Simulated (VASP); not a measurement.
RbCl (rocksalt type), 2 atoms in the cell. The structure is cubic, space group Fm-3m (No. 225). The conventional cell has a = 6.467 Å, b = 6.467 Å, c = 6.467 Å, α = 90.00°, β = 90.00°, γ = 90.00°. Rb (site symmetry m-3m) has 6 Cl at 3.23 Å within 4.3 Å. Within 4.3 Å of Cl (site symmetry m-3m) lie 6 Rb at 3.23 Å. 

```yaml
Program: VASP 6.6.1
Task: single point
Functional: PBE
Potentials_or_basis: VASP PAW PBE potentials, release 64 (Rb_sv, Cl)
Cutoff: 500 eV
k_mesh: 13 × 13 × 13
Occupations: fermi-dirac, width 0.1 eV
Spin: no spin polarisation
Dipole_correction: no
Further_INCAR_settings: ALGO = Normal; EDIFF = 1e-06; NBANDS = 15
```

Potentials or basis: VASP PAW PBE potentials, release 64 (Rb_sv, Cl).

Launch:

```sh
$ cat potpaw_PBE.64/Rb_sv/POTCAR potpaw_PBE.64/Cl/POTCAR > POTCAR
$ mpirun -np 1 vasp_std > vasp.out
```

Hardware: 1 thread of Intel(R) Xeon(R) Platinum 8488C (Sapphire Rapids), with other jobs on the host.

**Question.** How long does it take, and how much memory?

**Answer.** Wall time 67 s on 1 thread of Intel(R) Xeon(R) Platinum 8488C (Sapphire Rapids), with other jobs on the host, peak memory 0.24 GiB. Counts: scf iterations 13, k points 84.
